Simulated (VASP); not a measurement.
**H20CO12: single point with r2SCAN+D3(BJ)**

System: H20CO12.

```
O H C
1.0
     7.15309    0.00000    0.00000
     0.00000    7.15309    0.00000
     0.00000    0.00000    7.15309
O H C
12 20 1
Direct
  0.65260 0.82376 0.74168
  0.63287 0.42727 0.36468
  0.32066 0.67258 0.34915
  0.36472 0.62777 0.93569
  0.25931 0.96165 0.57214
  0.45832 0.31722 0.69610
  0.77404 0.99388 0.20742
  0.04591 0.27514 0.23952
  0.48153 0.19754 0.05006
  0.85713 0.08954 0.56658
  0.94313 0.65802 0.98046
  0.00508 0.54610 0.67340
  0.73771 0.93128 0.72408
  0.55879 0.85265 0.64943
  0.58863 0.55770 0.36756
  0.56788 0.36128 0.25540
  0.30426 0.77719 0.43671
  0.24157 0.57213 0.39513
  0.46025 0.70768 0.88418
  0.35917 0.66106 0.06227
  0.31634 0.07909 0.58714
  0.13752 0.98159 0.60758
  0.39184 0.42597 0.73832
  0.52882 0.36078 0.58509
  0.87583 0.08346 0.19565
  0.82571 0.87421 0.16923
  0.95498 0.36906 0.19550
  0.15618 0.29052 0.16059
  0.48127 0.24160 0.92169
  0.55333 0.07570 0.06010
  0.87958 0.21947 0.54631
  0.81333 0.03955 0.44621
  0.97699 0.60670 0.82898
```

```yaml
Program: VASP 6.6.1
Task: single point
Functional: r2SCAN
Dispersion: D3(BJ)
Potentials_or_basis: VASP PAW PBE potentials, release 64 (O_h, H_h, C_h)
Cutoff: 910 eV
k_mesh: 1 × 1 × 1
Occupations: fermi-dirac, width 0.05 eV
Spin: no spin polarisation
```

* Pressure: -2.0 GPa
* Largest force: 4.419 eV/Å
* Band gap on the k mesh: 5.04 eV
* Dispersion energy per atom: -0.017 eV

Forces in eV/Å, atoms in the order of the input:
```
O    0.275  0.479 -0.122
O   -0.503 -0.330 -1.116
O   -0.020 -0.385  0.034
O   -0.118 -0.449 -1.519
O    2.053 -1.494 -0.601
O    0.096 -0.068 -0.891
O   -0.033 -0.718 -0.016
O   -0.418  0.783 -0.701
O    0.544 -1.374  1.080
O    0.026 -0.720  0.297
O    0.360 -0.361 -1.115
O   -0.569  1.654  4.058
H   -0.323 -0.358  0.090
H   -0.235 -0.079 -0.002
H   -0.149 -0.987 -0.354
H    0.691  0.959  1.191
H   -0.268  0.015 -0.233
H    0.241  0.355 -0.088
H    0.286  0.156 -0.110
H   -0.258  0.309  1.731
H    0.881  1.479  0.212
H   -2.865  0.346  0.541
H   -0.194  0.351  0.313
H   -0.079 -0.315  0.218
H    0.305  0.067 -0.183
H   -0.055  0.377  0.042
H    0.702 -0.477  0.416
H   -0.260 -0.212  0.217
H    0.383 -0.316 -0.219
H   -0.874  1.965 -0.297
H   -0.020  0.457 -0.158
H    0.147  0.251  0.196
C    0.249 -1.359 -2.911
```

Stress tensor (GPa, compression positive):
```
-0.84  0.22 -0.29
 0.22 -2.13 -1.41
-0.29 -1.41 -3.05
```

Levels at points of the mesh, in eV from the valence-band top:
| k point | band 46 | band 47 | band 48 | band 49 | band 50 | band 51 |
| --- | --- | --- | --- | --- | --- | --- |
| (0.00, 0.00, 0.00) | -0.36 | -0.25 | 0.00 | 5.04 | 6.41 | 6.59 |

It took 8.3 min on 1 thread of Intel(R) Xeon(R) Platinum 8488C (Sapphire Rapids) (shared host), peak memory 0.77 GiB.

Caveat: the k points lie up to 0.88 Å⁻¹ apart; the cutoff is under 1.25 times the usual one of these potentials, so pressure, stress and relaxed cells hold a basis-set (Pulay) error; the atoms stand as in a frame of molecular dynamics; the PAW data sets were made with another functional, which shifts forces and pressure a little.
